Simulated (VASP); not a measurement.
# Be3ReH (P4/mmm) in VASP: single point with PBE

Aim: the single point of Be3ReH with PBE.

Program: VASP 6.6.1. These are calculated values, not measurements. Logs are shortened: lines on timing, memory, paths and dates and some standing lists are left out, and cuts for length are marked.

## (1) The cell of the first run

The structure is tetragonal, space group P4/mmm (No. 123). Conventional cell: a = 2.591 Å, b = 2.591 Å, c = 7.635 Å, α = 90.00°, β = 90.00°, γ = 90.00°. Be (site symmetry 4/mmm) has 12 Be at 2.29 to 2.59 Å within 3.0 Å. Within 3.1 Å of Be (site symmetry 4mm) lie 9 Be at 2.29 to 2.75 Å and 1 Re at 2.44 Å and 4 H at 3.05 Å. Re (site symmetry 4/mmm) has 4 H at 1.83 Å and 2 Be at 2.44 Å and 4 Re at 2.59 Å within 2.6 Å. H (site symmetry 4/mmm) has 4 Re at 1.83 Å within 2.4 Å.

The cell was built from a structure type or drawn by symmetry, and may not be a known phase.

## (2) Single point, PBE

Input file INCAR:

```
PREC     = Accurate       # precision mode
ENCUT    = 600            # plane-wave cutoff, eV
EDIFF    = 1E-6           # SCF threshold, eV
ISMEAR   = 0              # smearing method
SIGMA    = 0.1            # smearing width, eV
LREAL    = False          # projectors in reciprocal space
LASPH    = True           # aspherical terms in the spheres
NELM     = 120            # most SCF steps
ALGO     = Normal         # electronic algorithm
ISIF     = 2              # what is computed and relaxed
LWAVE    = False          # write WAVECAR
LCHARG   = False          # write CHGCAR
GGA      = PE             # functional
NBANDS   = 19             # bands
GGA_COMPAT= False
```

Input file KPOINTS:

```
regular mesh
0
Gamma
  14 14 6
```

Input file POSCAR:

```
Be3ReH
1.0
    2.5907709349      0.0000000000      0.0000000000
    0.0000000000      2.5907709349      0.0000000000
    0.0000000000      0.0000000000      7.6345998412
Be Re H
3 1 1
Direct
    0.0000000000      0.0000000000      0.5000000000
    0.5000000000      0.5000000000      0.6803289380
    0.5000000000      0.5000000000      0.3196710620
    0.5000000000      0.5000000000      0.0000000000
    0.0000000000      0.0000000000      0.0000000000
```

Potentials or basis: VASP PAW PBE potentials, release 64 (Be, Re_sv_GW, H).

The run is started by

```console
$ cat potpaw_PBE.64/Be/POTCAR potpaw_PBE.64/Re_sv_GW/POTCAR potpaw_PBE.64/H/POTCAR > POTCAR
$ mpirun -np 1 vasp_std > vasp.out
```

OUTCAR:

```text
PREC = Accurate
   ENCUT = 600
   EDIFF = 1E-6
   ISMEAR = 0
   LREAL = False
   LASPH = True
   NELM = 120
   ISIF = 2
   GGA = PE

 ion  position               nearest neighbor table
   1  0.000  0.000  0.500-   2 2.29   3 2.29   2 2.29   3 2.29   2 2.29   3 2.29   2 2.29   3 2.29

   2  0.500  0.500  0.680-   1 2.29   1 2.29   1 2.29   1 2.29   4 2.44
   3  0.500  0.500  0.320-   1 2.29   1 2.29   1 2.29   1 2.29   4 2.44
   4  0.500  0.500  0.000-   5 1.83   5 1.83   5 1.83   5 1.83   2 2.44   3 2.44
   5  0.000  0.000  0.000-   4 1.83   4 1.83   4 1.83   4 1.83

  LATTYP: Found a simple tetragonal cell.
 ALAT       =     2.5907709349
 C/A-ratio  =     2.9468447937

  Lattice vectors:

 A1 = (   2.5907709349,   0.0000000000,   0.0000000000)
 A2 = (   0.0000000000,   2.5907709349,   0.0000000000)
 A3 = (   0.0000000000,   0.0000000000,   7.6345998412)

Analysis of symmetry for initial positions (statically):
=====================================================================
 Subroutine PRICEL returns:
 Original cell was already a primitive cell.

 Routine SETGRP: Setting up the symmetry group for a
 simple tetragonal supercell.

 Subroutine GETGRP returns: Found 16 space group operations
 (whereof 16 operations were pure point group operations)
 out of a pool of 16 trial point group operations.

The static configuration has the point symmetry D_4h.

Analysis of symmetry for dynamics (positions and initial velocities):
=====================================================================
 Subroutine PRICEL returns:
 Original cell was already a primitive cell.

 Routine SETGRP: Setting up the symmetry group for a
 simple tetragonal supercell.

 Subroutine GETGRP returns: Found 16 space group operations
 (whereof 16 operations were pure point group operations)
 out of a pool of 16 trial point group operations.

The dynamic configuration has the point symmetry D_4h.

 Subroutine INISYM returns: Found 16 space group operations
 (whereof 16 operations are pure point group operations),
 and found     1 'primitive' translations

----------------------------------------------------------------------------------------

                                     Primitive cell

  volume of cell :      51.2442

  direct lattice vectors                    reciprocal lattice vectors
     2.590770935  0.000000000  0.000000000     0.385985494  0.000000000  0.000000000
     0.000000000  2.590770935  0.000000000     0.000000000  0.385985494  0.000000000
     0.000000000  0.000000000  7.634599841     0.000000000  0.000000000  0.130982634

  length of vectors
     2.590770935  2.590770935  7.634599841     0.385985494  0.385985494  0.130982634

  position of ions in fractional coordinates (direct lattice)
     0.000000000  0.000000000  0.500000000
     0.500000000  0.500000000  0.680328938
     0.500000000  0.500000000  0.319671062
     0.500000000  0.500000000  0.000000000
     0.000000000  0.000000000  0.000000000

  ion indices of the primitive-cell ions
   primitive index   ion index
                 1           1
                 2           2
                 3           3
                 4           4
                 5           5

----------------------------------------------------------------------------------------

 KPOINTS: regular mesh

Automatic generation of k-mesh.
 Grid dimensions read from file:
 generate k-points for:   14   14    6

 Generating k-lattice:

  Cartesian coordinates                     Fractional coordinates (reciprocal lattice)
     0.027570392  0.000000000  0.000000000     0.071428571  0.000000000  0.000000000
     0.000000000  0.027570392  0.000000000     0.000000000  0.071428571  0.000000000
     0.000000000  0.000000000  0.021830439     0.000000000  0.000000000  0.166666667

  Length of vectors
     0.027570392  0.027570392  0.021830439

  Shift w.r.t. Gamma in fractional coordinates (k-lattice)
     0.000000000  0.000000000  0.000000000

 Subroutine IBZKPT returns following result:
 ===========================================

 Found    144 irreducible k-points:

 Following reciprocal coordinates:
            Coordinates               Weight
  0.000000  0.000000  0.000000      1.000000
  0.071429  0.000000  0.000000      4.000000
  0.142857  0.000000  0.000000      4.000000
  0.214286  0.000000  0.000000      4.000000
  0.285714  0.000000  0.000000      4.000000
  0.357143  0.000000  0.000000      4.000000
[... 16 lines left out ...]
  0.285714  0.214286  0.000000      8.000000
  0.357143  0.214286  0.000000      8.000000
 [... further k-points ...]
   k-points           NKPTS =    144   k-points in BZ     NKDIM =    144   number of bands    NBANDS=     19
   number of dos      NEDOS =    301   number of ions     NIONS =      5
   total plane-waves  NPLWV =  36864
   dimension x,y,z NGX =    24 NGY =   24 NGZ =   64
   dimension x,y,z NGXF=    48 NGYF=   48 NGZF=  128
   ions per type =               3   1   1
   NGX,Y,Z   is equivalent  to a cutoff of  15.40, 15.40, 13.94 a.u.
   NGXF,Y,Z  is equivalent  to a cutoff of  30.80, 30.80, 27.87 a.u.
 SYSTEM =  unknown system
   PREC   = accura    normal or accurate (medium, high low for compatibility)
   ISTART =      0    job   : 0-new  1-cont  2-samecut
   ICHARG =      2    charge: 1-file 2-atom 10-const
   ISPIN  =      1    spin polarized calculation?
   LNONCOLLINEAR =      F non collinear calculations
   LSORBIT =      F    spin-orbit coupling
   LASPH  =      T    aspherical Exc in radial PAW
   ENCUT  =  600.0 eV  44.10 Ry    6.64 a.u.   5.17  5.17 15.25*2*pi/ulx,y,z
   NELM   =    120;   NELMIN=  2; NELMDL= -5     # of ELM steps
   EDIFF  = 0.1E-05   stopping-criterion for ELM
   LREAL  =      F    real-space projection
   EDIFFG = 0.1E-04   stopping-criterion for IOM
   NSW    =      0    number of steps for IOM
   IBRION =     -1    ionic relax: 0-MD 1-quasi-New 2-CG
   NFREE  =      0    steps in history (QN), initial steepest desc. (CG)
   ISIF   =      2    stress and relaxation
   ISYM   =      2    0-nonsym 1-usesym 2-fastsym
   POTIM  = 0.5000    time-step for ionic-motion
   TEBEG  =    0.0;   TEEND  =   0.0 temperature during run
   PSTRESS=    0.0 pullay stress
   NELECT =      22.0000    total number of electrons
   NUPDOWN=      -1.0000    fix difference up-down
   EMIN   =  10.00;   EMAX   =-10.00  energy-range for DOS
   EFERMI =   0.00;   METHOD = LEGACY
   ISMEAR =     0;   SIGMA  =   0.10  broadening in eV -4-tet -1-fermi 0-gaus
   EFERMI_NEDOS =   21; number of points for ismear=-14 and -15
   IALGO  =     38    algorithm
   IMIX   =      4    mixing-type and parameters
     AMIX     =   0.40;   BMIX     =  1.00
     AMIX_MAG =   1.60;   BMIX_MAG =  1.00
  volume/ion in A,a.u.               =      10.25        69.16
  Fermi-wavevector in a.u.,A,eV,Ry     =   1.235002  2.333815 20.752009  1.525230
  Thomas-Fermi vector in A             =   2.369669
   LORBIT       =      0    0 simple, 1 ext, 2 COOP (PROOUT), +10 PAW based schemes
   GGA     = PE    functional components
   LHFCALC =     F    Hartree Fock is set to
   AEXX    =    0.0000 exact exchange contribution
   IVDW    =     0    specifies the selected vdW correction
   LEPSILON=     F    determine dielectric tensor
   LRPA    =     F    only Hartree local field effects (RPA)
 non-spin polarized calculation
 Gauss-broadening in eV      SIGMA  =   0.10
  energy-cutoff  :      600.00
  volume of cell :       51.24
 maximum number of plane-waves:      1744
 NGX is ok and might be reduce to    24
   NGX = 11   NGY = 11   NGZ = 31

 number of electron      21.9999998 magnetization

 Free energy of the ion-electron system (eV)
  ---------------------------------------------------
  ext. energy  EPLUGINS =         0.00000000
  ---------------------------------------------------
  free energy    TOTEN  =       -25.69927474 eV

  energy without entropy =      -25.68834317  energy(sigma->0) =      -25.69380895

 E-fermi :   6.3562     XC(G=0): -10.8481

 val. band max:        6.3458001419   @ k =   0.4286   0.0714   0.5000
 cond. band min:       6.3577301472   @ k =   0.4286   0.1429   0.1667
 fundamental gap:      0.0119300053
 Fermi energy:         6.3561659460

 k-point     1 :       0.0000    0.0000    0.0000
  band No.  band energies     occupation
      1     -73.6348      2.00000
      2     -35.3460      2.00000
      3     -35.0752      2.00000
      4     -35.0752      2.00000
      5      -5.1129      2.00000
      6      -2.2857      2.00000
[... 11 lines left out ...]
     18      16.8833      0.00000
     19      16.8833      0.00000

 k-point     2 :       0.0714    0.0000    0.0000
  band No.  band energies     occupation
      1     -73.6305      2.00000
      2     -35.3396      2.00000
      3     -35.1394      2.00000
      4     -35.0697      2.00000
      5      -4.9272      2.00000
      6      -2.1942      2.00000
[... 11 lines left out ...]
     18      16.5043      0.00000
     19      16.9615      0.00000

 k-point     3 :       0.1429    0.0000    0.0000
  band No.  band energies     occupation
      1     -73.6184      2.00000
      2     -35.3218      2.00000
      3     -35.3167      2.00000
      4     -35.0542      2.00000
      5      -4.3967      2.00000
      6      -1.9196      2.00000
[... 11 lines left out ...]
     18      16.3249      0.00000
     19      17.1969      0.00000

 k-point     4 :       0.2143    0.0000    0.0000
  band No.  band energies     occupation
      1     -73.6009      2.00000
      2     -35.5662      2.00000
      3     -35.2958      2.00000
      4     -35.0316      2.00000
      5      -3.5908      2.00000
      6      -1.4626      2.00000
[... 407 lines left out ...]
     18      15.2865      0.00000
     19      16.3401      0.00000

 k-point    23 :       0.2857    0.2143    0.0000
  band No.  band energies     occupation
      1     -73.5482      2.00000
      2     -35.7719      2.00000
      3     -35.4729      2.00000
      4     -35.2187      2.00000
      5      -2.1475      2.00000
      6      -0.0997      2.00000
[... 11 lines left out ...]
     18      15.0240      0.00000
     19      15.3031      0.00000

 k-point    24 :       0.3571    0.2143    0.0000
  band No.  band energies     occupation
      1     -73.5309      2.00000
      2     -35.9996      2.00000
      3     -35.4439      2.00000
      4     -35.1932      2.00000
      5      -1.8438      2.00000
      6       0.6332      2.00000
[... 11 lines left out ...]
     18      14.0080      0.00000
     19      15.7136      0.00000

 [... further k-points ...]

------------------------ aborting loop because EDIFF is reached ----------------------------------------

  FORCE on cell =-STRESS in cart. coord.  units (eV):
  Direction    XX          YY          ZZ          XY          YZ          ZX
  --------------------------------------------------------------------------------------
  -------------------------------------------------------------------------------------
  Total       -0.0433617     -0.0433617     -0.0418655      0.0000000     -0.0000000     -0.0000000
  in kB       -1.3557268     -1.3557268     -1.3089490      0.0000000     -0.0000000     -0.0000000
  external PRESSURE =      -1.3401342 kB  Pullay stress =       0.0000000 kB

 VOLUME and BASIS-vectors are now :
 -----------------------------------------------------------------------------
  energy-cutoff  :      600.00
  volume of cell :       51.24
      direct lattice vectors                 reciprocal lattice vectors
     2.590770935  0.000000000  0.000000000     0.385985494  0.000000000  0.000000000
     0.000000000  2.590770935  0.000000000     0.000000000  0.385985494  0.000000000
     0.000000000  0.000000000  7.634599841     0.000000000  0.000000000  0.130982634

 POSITION                                       TOTAL-FORCE (eV/Angst)
 -----------------------------------------------------------------------------------
      0.00000      0.00000      3.81730         0.000000      0.000000      0.000000
      1.29539      1.29539      5.19404         0.000000     -0.000000      0.006479
      1.29539      1.29539      2.44056         0.000000      0.000000     -0.006479
      1.29539      1.29539      0.00000         0.000000      0.000000      0.000000
      0.00000      0.00000      0.00000         0.000000      0.000000      0.000000
 -----------------------------------------------------------------------------------
    total drift:                                0.000000     -0.000000     -0.000000

  FREE ENERGIE OF THE ION-ELECTRON SYSTEM (eV)
  ---------------------------------------------------
  free  energy   TOTEN  =       -25.6992747376 eV

  energy  without entropy=      -25.6883431689  energy(sigma->0) =      -25.69380895
```

Run time: 5.6 min. Hardware: 1 thread of AMD EPYC 7R43 (Zen 3), shared host; peak memory 0.28 GiB.

Results:

- Free energy: -25.6993 eV
- Pressure: -0.1 GPa
- Largest force: 0.006 eV/Å
- Band gap on the k mesh: zero (bands 11 and 12 overlap by 2.83 eV)

Forces on the atoms (eV/Å):
```
Be   0.000  0.000  0.000
Be   0.000  0.000  0.006
Be   0.000  0.000 -0.006
Re   0.000  0.000  0.000
H    0.000  0.000  0.000
```

Caveat: spin-orbit coupling is left out, which moves the levels of the heavy elements.
